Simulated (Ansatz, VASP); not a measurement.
## One calculation of MgO, two programs

```
Mg O
1.0
     2.13515   -2.13515    0.00000
     2.13515    0.00000   -2.13515
     8.97361    8.97361    8.97361
Mg O
6 6
Cartesian
  3.2027 -1.0676 -1.0676
  7.4730 7.4730 7.4730
  3.2027 1.0676 1.0676
  7.4730 3.2027 3.2027
  3.2027 3.2027 3.2027
  7.4730 5.3379 5.3379
  5.3379 1.0676 1.0676
  1.0676 1.0676 1.0676
  5.3379 3.2027 3.2027
  9.6082 5.3379 5.3379
  9.6082 3.2027 3.2027
  9.6082 7.4730 7.4730
```

Alike in both runs: task single point; functional LDA; k mesh 9 × 9 × 2; occupations gaussian, width 0.05 eV; no spin polarisation.

|  | VASP | Ansatz |
| --- | --- | --- |
| version | VASP 6.6.1 | Ansatz 0.2.0 |
| potentials or method | VASP PAW LDA potentials, release 64 (Mg, O), cutoff 520 eV | scalar-relativistic, plane waves, PAW |
| valence electrons in the cell | 48 | 96 |

Ansatz gave:

| Property | Result |
| --- | --- |
| gap on the k mesh at the Fermi level (eV) | 0.47 |
| least direct gap on the mesh (eV) | 0.47 |
| pressure (GPa) | -13.5 |
| traceless stress, the component that is largest in VASP (GPa) | -4.39 |
| rms of the force components (eV/Å) | 0.721 |

Question: Estimate VASP's values.

Answer: gap on the k mesh at the Fermi level (eV): 0.44; least direct gap on the mesh (eV): 0.44; pressure (GPa): -15.0; traceless stress, the component that is largest in VASP (GPa): -4.38; rms of the force components (eV/Å): 0.721.

LDA's correlation is that of Perdew and Zunger in VASP and of Perdew and Wang (1992) in Ansatz. Atom by atom the forces differ by 0.005 eV/Å (rms over components). VASP's potentials hold 48 valence electrons a cell and Ansatz's 96, so a difference there can come from the potentials and not from the codes.
